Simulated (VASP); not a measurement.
## MgSe: single point with r2SCAN

Crystal: MgSe.

```xyz
2
Lattice="0.0000 2.7255 2.7255 2.7255 0.0000 2.7255 2.7255 2.7255 0.0000" Properties=species:S:1:pos:R:3 pbc="T T T"
Mg    0.0000    0.0000    0.0000
Se    2.7255    2.7255    2.7255
```

| Item | Value |
| --- | --- |
| Program | VASP 6.6.1 |
| Task | single point |
| Functional | r2SCAN |
| Potentials or basis | VASP PAW PBE potentials, release 64 (Mg, Se) |
| Cutoff | 660 eV |
| k mesh | 10 × 10 × 10 |
| Occupations | gaussian, width 0.05 eV |
| Spin | no spin polarisation |

| Quantity | Value |
| --- | --- |
| Pressure | 0.5 GPa |
| Band gap on the k mesh | 2.46 eV, indirect (least direct gap 3.50 eV) |

Levels at points of the mesh, in eV from the valence-band top:
```tsv
k point	band 2	band 3	band 4	band 5	band 6	band 7
(0.00, 0.00, 0.00)	0.00	0.00	0.00	3.50	8.03	8.03
(0.50, 0.00, 0.00)	-4.98	-0.61	-0.61	4.52	6.71	6.71
(0.50, 0.50, 0.00)	-4.32	-1.82	-1.82	2.46	4.53	12.86
```

Run time: 2.4 min on 1 thread of Intel Xeon 8259CL, with other jobs on the host, peak memory 0.21 GiB.

Caveat: the PAW data sets were made with another functional, which shifts forces and pressure a little. A k mesh can miss the band edges.
